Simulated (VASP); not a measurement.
# ZnO (Cmmm) in VASP: further runs

The runs below take ZnO through single point, with PBEsol-based global hybrid, RPBE+D3(BJ), PBEsol+D3(BJ).

All numbers are computed with VASP 6.6.1; they aren't measurements. Logs are shortened: lines on timing, memory, paths and dates and some standing lists are left out, and cuts for length are marked.

### Step 1. The cell of the first run

Symmetry: Cmmm, No. 65, orthorhombic system. Conventional cell: a = 2.866 Å, b = 7.054 Å, c = 2.838 Å, α = 90.00°, β = 90.00°, γ = 90.00°. Within 2.7 Å of Zn (site symmetry mmm) lie 4 O at 2.02 Å. Within 2.7 Å of O (site symmetry mmm) lie 4 Zn at 2.02 Å.

### Step 2. Single point, PBEsol-based global hybrid

Input file POSCAR:

```
ZnO
1.0
    1.4332300000     -3.5270800000      0.0000000000
    1.4332300000      3.5270800000      0.0000000000
    0.0000000000      0.0000000000      2.8384900000
Zn O
1 1
Direct
    0.0000000000      0.0000000000      0.0000000000
    0.5000000000      0.5000000000      0.5000000000
```

Input file INCAR.step1:

```
  PREC = Accurate
  ENCUT = 520
  EDIFF = 1E-5
  ISMEAR = -1
  SIGMA = 0.05
  LREAL = False
  LASPH = True
  NELM = 60
  ALGO = Normal
  ISIF = 2
  LWAVE = True
  LCHARG = False
  NBANDS = 16
  GGA = PE
```

Input file INCAR.step2:

```
  PREC = Accurate
  ENCUT = 520
  EDIFF = 1E-6
  ISMEAR = -1
  SIGMA = 0.05
  LREAL = False
  LASPH = True
  NELM = 60
  ALGO = Normal
  ISIF = 2
  LWAVE = False
  LCHARG = False
  GGA = PS
  LHFCALC = True
  AEXX = 0.25
  PRECFOCK = Normal
  NBANDS = 16
  ISTART = 1
```

Input file KPOINTS:

```
Automatic mesh
0
Gamma
  5 5 5
```

Potentials or basis: VASP PAW PBE potentials, release 64 (Zn, O).

Run with:

```sh
$ cat potpaw_PBE.64/Zn/POTCAR potpaw_PBE.64/O/POTCAR > POTCAR
$ cp INCAR.step1 INCAR
$ mpirun -np 1 vasp_std > vasp.out
$ cp INCAR.step2 INCAR
$ mpirun -np 1 vasp_std > vasp.out
```

OUTCAR:

```text
PREC = Accurate
   ENCUT = 520
   EDIFF = 1E-6
   ISMEAR = -1
   LREAL = False
   LASPH = True
   NELM = 60
   ISIF = 2
   GGA = PS
   LHFCALC = True
   AEXX = 0.25
   PRECFOCK = Normal
   ISTART = 1

 ion  position               nearest neighbor table
   1  0.000  0.000  0.000-   2 2.02   2 2.02   2 2.02   2 2.02
   2  0.500  0.500  0.500-   1 2.02   1 2.02   1 2.02   1 2.02

  LATTYP: Found a base centered orthorhombic cell.
 ALAT       =     2.8664600000
 B/A-ratio  =     2.4609309043
 C/A-ratio  =     0.9902423198

  Lattice vectors:

 A1 = (   1.4332300000,  -3.5270800000,   0.0000000000)
 A2 = (   1.4332300000,   3.5270800000,   0.0000000000)
 A3 = (   0.0000000000,   0.0000000000,   2.8384900000)

Analysis of symmetry for initial positions (statically):
=====================================================================
 Subroutine PRICEL returns:
 Original cell was already a primitive cell.

 Routine SETGRP: Setting up the symmetry group for a
 base centered orthorhombic supercell.

 Subroutine GETGRP returns: Found  8 space group operations
 (whereof  8 operations were pure point group operations)
 out of a pool of  8 trial point group operations.

The static configuration has the point symmetry D_2h.

Analysis of symmetry for dynamics (positions and initial velocities):
=====================================================================
 Subroutine PRICEL returns:
 Original cell was already a primitive cell.

 Routine SETGRP: Setting up the symmetry group for a
 base centered orthorhombic supercell.

 Subroutine GETGRP returns: Found  8 space group operations
 (whereof  8 operations were pure point group operations)
 out of a pool of  8 trial point group operations.

The dynamic configuration has the point symmetry D_2h.

 Subroutine INISYM returns: Found  8 space group operations
 (whereof  8 operations are pure point group operations),
 and found     1 'primitive' translations

----------------------------------------------------------------------------------------

                                     Primitive cell

  volume of cell :      28.6978

  direct lattice vectors                    reciprocal lattice vectors
     1.433230000 -3.527080000  0.000000000     0.348862360 -0.141760323  0.000000000
     1.433230000  3.527080000  0.000000000     0.348862360  0.141760323  0.000000000
     0.000000000  0.000000000  2.838490000     0.000000000  0.000000000  0.352299990

  length of vectors
     3.807156624  3.807156624  2.838490000     0.376564650  0.376564650  0.352299990

  position of ions in fractional coordinates (direct lattice)
     0.000000000  0.000000000  0.000000000
     0.500000000  0.500000000  0.500000000

  ion indices of the primitive-cell ions
   primitive index   ion index
                 1           1
                 2           2

----------------------------------------------------------------------------------------

 KPOINTS: Automatic mesh

Automatic generation of k-mesh.
 Grid dimensions read from file:
 generate k-points for:    5    5    5

 Generating k-lattice:

  Cartesian coordinates                     Fractional coordinates (reciprocal lattice)
     0.069772472 -0.028352065  0.000000000     0.200000000  0.000000000  0.000000000
     0.069772472  0.028352065  0.000000000     0.000000000  0.200000000  0.000000000
     0.000000000  0.000000000  0.070459998     0.000000000  0.000000000  0.200000000

  Length of vectors
     0.075312930  0.075312930  0.070459998

  Shift w.r.t. Gamma in fractional coordinates (k-lattice)
     0.000000000  0.000000000  0.000000000

 Subroutine IBZKPT returns following result:
 ===========================================

 Found     27 irreducible k-points:

 Following reciprocal coordinates:
            Coordinates               Weight
  0.000000  0.000000  0.000000      1.000000
  0.200000 -0.000000  0.000000      4.000000
  0.400000  0.000000  0.000000      4.000000
  0.200000  0.200000  0.000000      2.000000
  0.400000  0.200000  0.000000      4.000000
 -0.400000  0.200000  0.000000      4.000000
[... 16 lines left out ...]
  0.400000  0.200000  0.400000      8.000000
 -0.400000  0.200000  0.400000      8.000000
 [... further k-points ...]
   k-points           NKPTS =     27   k-points in BZ     NKDIM =    125   number of bands    NBANDS=     16
   number of dos      NEDOS =    301   number of ions     NIONS =      2
   total plane-waves  NPLWV =  18816
   dimension x,y,z NGX =    28 NGY =   28 NGZ =   24
   dimension x,y,z NGXF=    56 NGYF=   56 NGZF=   48
   ions per type =               1   1
   NGX,Y,Z   is equivalent  to a cutoff of  12.23, 12.23, 14.06 a.u.
   NGXF,Y,Z  is equivalent  to a cutoff of  24.45, 24.45, 28.11 a.u.
 SYSTEM =  unknown system
   PREC   = accura    normal or accurate (medium, high low for compatibility)
   ISTART =      1    job   : 0-new  1-cont  2-samecut
   ICHARG =      0    charge: 1-file 2-atom 10-const
   ISPIN  =      1    spin polarized calculation?
   LNONCOLLINEAR =      F non collinear calculations
   LSORBIT =      F    spin-orbit coupling
   LASPH  =      T    aspherical Exc in radial PAW
   ENCUT  =  520.0 eV  38.22 Ry    6.18 a.u.   7.08  7.08  5.28*2*pi/ulx,y,z
   NELM   =     60;   NELMIN=  2; NELMDL=  0     # of ELM steps
   EDIFF  = 0.1E-05   stopping-criterion for ELM
   LREAL  =      F    real-space projection
   EDIFFG = 0.1E-04   stopping-criterion for IOM
   NSW    =      0    number of steps for IOM
   IBRION =     -1    ionic relax: 0-MD 1-quasi-New 2-CG
   NFREE  =      0    steps in history (QN), initial steepest desc. (CG)
   ISIF   =      2    stress and relaxation
   ISYM   =      3    0-nonsym 1-usesym 2-fastsym
   POTIM  = 0.5000    time-step for ionic-motion
   TEBEG  =    0.0;   TEEND  =   0.0 temperature during run
   PSTRESS=    0.0 pullay stress
   NELECT =      18.0000    total number of electrons
   NUPDOWN=      -1.0000    fix difference up-down
   EMIN   =  10.00;   EMAX   =-10.00  energy-range for DOS
   EFERMI =   0.00;   METHOD = LEGACY
   ISMEAR =    -1;   SIGMA  =   0.05  broadening in eV -4-tet -1-fermi 0-gaus
   EFERMI_NEDOS =   21; number of points for ismear=-14 and -15
   IALGO  =     38    algorithm
   IMIX   =      1    mixing-type and parameters
     AMIX     =   0.40;   BMIX     =  1.00
     AMIX_MAG =   1.60;   BMIX_MAG =  1.00
  volume/ion in A,a.u.               =      14.35        96.83
  Fermi-wavevector in a.u.,A,eV,Ry     =   1.401359  2.648185 26.719226  1.963808
  Thomas-Fermi vector in A             =   2.524228
   LORBIT       =      0    0 simple, 1 ext, 2 COOP (PROOUT), +10 PAW based schemes
   GGA     = PS    functional components
   LHFCALC =     T    Hartree Fock is set to
   PRECFOCK=normal    Normal, Fast or Accurate (Low or Medium for compatibility)
   ENCUT4O =  -1.0   cutoff for four orbital integrals eV
   NKREDX  =     1    reduce k-point grid by
   NKREDY  =     1    reduce k-point grid by
   NKREDZ  =     1    reduce k-point grid by
   AEXX    =    0.2500 exact exchange contribution
   HFSCREEN=    0.0000 screening length (either q_TF or 0.3 A-1)
   HFSCREENC=   0.0000 screening length for correlation (either q_TF or 0.3 A-1)
   ENCUTFOCK=  -1.0 apply spherical cutoff to Coloumb kernel
   IVDW    =     0    specifies the selected vdW correction
   LEPSILON=     F    determine dielectric tensor
   LRPA    =     F    only Hartree local field effects (RPA)
 non-spin polarized calculation
  energy-cutoff  :      520.00
  volume of cell :       28.70
 maximum number of plane-waves:       781
  NGX = 24; NGY = 24; NGZ = 16

 number of electron      18.0000015 magnetization

 Free energy of the ion-electron system (eV)
  ---------------------------------------------------
  ext. energy  EPLUGINS =         0.00000000
  ---------------------------------------------------
  free energy    TOTEN  =       -11.65678325 eV

  energy without entropy =      -11.65678325  energy(sigma->0) =      -11.65678325

 E-fermi :   0.2987     XC(G=0):  -7.8363

 val. band max:       -0.8556725090   @ k =   0.4000   0.2000   0.0000
 cond. band min:       1.3049797915   @ k =   0.0000   0.0000   0.0000
 fundamental gap:      2.1606523005
 Fermi energy:         0.2986518841

 k-point     1 :       0.0000    0.0000    0.0000
  band No.  band energies     occupation
      1     -20.7188      2.00000
      2      -8.0244      2.00000
      3      -7.7983      2.00000
      4      -7.5992      2.00000
      5      -7.5566      2.00000
      6      -7.4181      2.00000
[... 8 lines left out ...]
     15      19.6271      0.00000
     16      21.2544      0.00000

 k-point     2 :       0.2000   -0.0000    0.0000
  band No.  band energies     occupation
      1     -20.4073      2.00000
      2      -8.2254      2.00000
      3      -7.9441      2.00000
      4      -7.8499      2.00000
      5      -7.7108      2.00000
      6      -7.5490      2.00000
[... 8 lines left out ...]
     15      18.5122      0.00000
     16      21.4937      0.00000

 k-point     3 :       0.4000    0.0000    0.0000
  band No.  band energies     occupation
      1     -19.8319      2.00000
      2      -9.1849      2.00000
      3      -8.5660      2.00000
      4      -8.1855      2.00000
      5      -7.5366      2.00000
      6      -7.5119      2.00000
[... 8 lines left out ...]
     15      18.0085      0.00000
     16      23.5921      0.00000

 k-point     4 :       0.2000    0.2000    0.0000
  band No.  band energies     occupation
      1     -19.8468      2.00000
      2      -9.1773      2.00000
      3      -8.5665      2.00000
      4      -8.1559      2.00000
      5      -7.5397      2.00000
      6      -7.5339      2.00000
[... 8 lines left out ...]
     15      17.2695      0.00000
     16      23.4309      0.00000
[... 324 lines left out ...]
 k-point    22 :       0.2000    0.2000    0.4000
  band No.  band energies     occupation
      1     -19.5616      2.00000
      2      -7.9926      2.00000
      3      -7.8583      2.00000
      4      -7.8146      2.00000
      5      -7.4427      2.00000
      6      -7.3669      2.00000
[... 8 lines left out ...]
     15      15.4635      0.00000
     16      18.5737      0.00000

 k-point    23 :       0.4000    0.2000    0.4000
  band No.  band energies     occupation
      1     -19.5374      2.00000
      2      -8.0314      2.00000
      3      -7.9081      2.00000
      4      -7.8141      2.00000
      5      -7.3817      2.00000
      6      -7.3133      2.00000
[... 8 lines left out ...]
     15      17.8892      0.00000
     16      19.4700      0.00000

 k-point    24 :      -0.4000    0.2000    0.4000
  band No.  band energies     occupation
      1     -19.6897      2.00000
      2      -8.8620      2.00000
      3      -8.2080      2.00000
      4      -8.0765      2.00000
      5      -7.6613      2.00000
      6      -7.4479      2.00000
[... 8 lines left out ...]
     15      19.6583      0.00000
     16      22.2344      0.00000

 [... further k-points ...]
[... 5 lines left out ...]
  --------------------------------------------------------------------------------------
  -------------------------------------------------------------------------------------
  Total       -1.5539420     -0.2263865     -1.5721390      0.0000000      0.0000000      0.0000000
  in kB      -86.7554608    -12.6389944    -87.7713842      0.0000000      0.0000000      0.0000000
  external PRESSURE =     -62.3886131 kB  Pullay stress =       0.0000000 kB

 VOLUME and BASIS-vectors are now :
 -----------------------------------------------------------------------------
  energy-cutoff  :      520.00
  volume of cell :       28.70
      direct lattice vectors                 reciprocal lattice vectors
     1.433230000 -3.527080000  0.000000000     0.348862360 -0.141760323  0.000000000
     1.433230000  3.527080000  0.000000000     0.348862360  0.141760323  0.000000000
     0.000000000  0.000000000  2.838490000     0.000000000  0.000000000  0.352299990

 POSITION                                       TOTAL-FORCE (eV/Angst)
 -----------------------------------------------------------------------------------
      0.00000      0.00000      0.00000         0.000000     -0.000000      0.000000
      1.43323      0.00000      1.41925         0.000000      0.000000      0.000000
 -----------------------------------------------------------------------------------
    total drift:                                0.000000      0.000000      0.000000

  FREE ENERGIE OF THE ION-ELECTRON SYSTEM (eV)
  ---------------------------------------------------
  free  energy   TOTEN  =       -11.6567832453 eV

  energy  without entropy=      -11.6567832452  energy(sigma->0) =      -11.65678325
```

Run time: 27 min. Hardware: 1 thread of Intel Xeon 6975P-C, shared host; peak memory 0.17 GiB.

What came out:

```yaml
Free_energy: -11.6568 eV
Pressure: -6.2 GPa
Band_gap_on_the_k_mesh: 2.16 eV, indirect (least direct gap 4.40 eV)
```

Levels at points of the mesh, in eV from the valence-band top:
| k point | band 7 | band 8 | band 9 | band 10 | band 11 | band 12 |
| --- | --- | --- | --- | --- | --- | --- |
| (0.00, 0.00, 0.00) | -2.69 | -2.29 | -2.24 | 2.16 | 12.63 | 12.65 |

Caveat: the k points lie up to 0.47 Å⁻¹ apart; the PAW data sets were made with another functional, which shifts forces and pressure a little. A k mesh can miss the band edges.

### Step 3. Single point, RPBE+D3(BJ)

This run uses another cell than the first one, of 9.72 Å³/atom, 0.677 times its volume.

Input file INCAR:

```
  PREC = Accurate
  ENCUT = 520
  EDIFF = 1E-6
  ISMEAR = -1
  SIGMA = 0.05
  LREAL = False
  LASPH = True
  NELM = 80
  ALGO = Normal
  ISIF = 2
  LWAVE = False
  LCHARG = True
  GGA = RP
  IVDW = 12
  LELF = True
  LVHAR = True
  NBANDS = 16
```

Input file KPOINTS:

```
regular mesh
0
Gamma
  10 10 9
```

Input file POSCAR:

```
ZnO
1.0
    1.4906430302     -2.3968872928      0.0000000000
    1.4906430302      2.3968872928      0.0000000000
    0.0000000000      0.0000000000      2.7198385677
Zn O
1 1
Direct
    0.0000000000      0.0000000000      0.0000000000
    0.5000000000      0.5000000000      0.5000000000
```

Potentials or basis: VASP PAW PBE potentials, release 64 (Zn, O).

Run with:

```sh
$ cat potpaw_PBE.64/Zn/POTCAR potpaw_PBE.64/O/POTCAR > POTCAR
$ mpirun -np 1 vasp_std > vasp.out
```

Wall time 12 s (1 thread of Intel Xeon 6975P-C (Granite Rapids), shared host); peak memory 0.18 GiB.

The run converged. Its results:

```
Free energy                : -9.2704 eV
Pressure                   : 1.4 GPa
Band gap on the k mesh     : zero (band 9 reaches 3.73 eV, above the bottom of band 10 at 3.62 eV)
Dispersion energy per atom : -1.112 eV
```

Stress tensor (GPa, compression positive):
```
2.32 0.00 0.00
0.00 0.01 0.00
0.00 0.00 1.97
```

Levels at points of the mesh, in eV from the Fermi level:
```tsv
k point	band 5	band 6	band 7	band 8	band 9	band 10	band 11	band 12	band 13	band 14
(0.00, 0.00, 0.00)	-5.68	-5.61	-2.74	-2.59	-1.17	-0.19	14.12	14.96	16.47	17.51
(0.50, 0.00, 0.00)	-5.78	-5.71	-4.67	-1.32	-0.18	3.97	7.60	12.09	15.45	19.33
(0.50, 0.50, 0.00)	-5.70	-5.67	-5.63	-3.80	-1.91	4.33	6.72	14.49	14.63	19.48
```

Caveat: the PAW data sets were made with another functional, which shifts forces and pressure a little; pairwise dispersion overbinds metals, which lowers pressure and volume.

(Part 1 of 2 ends here.)
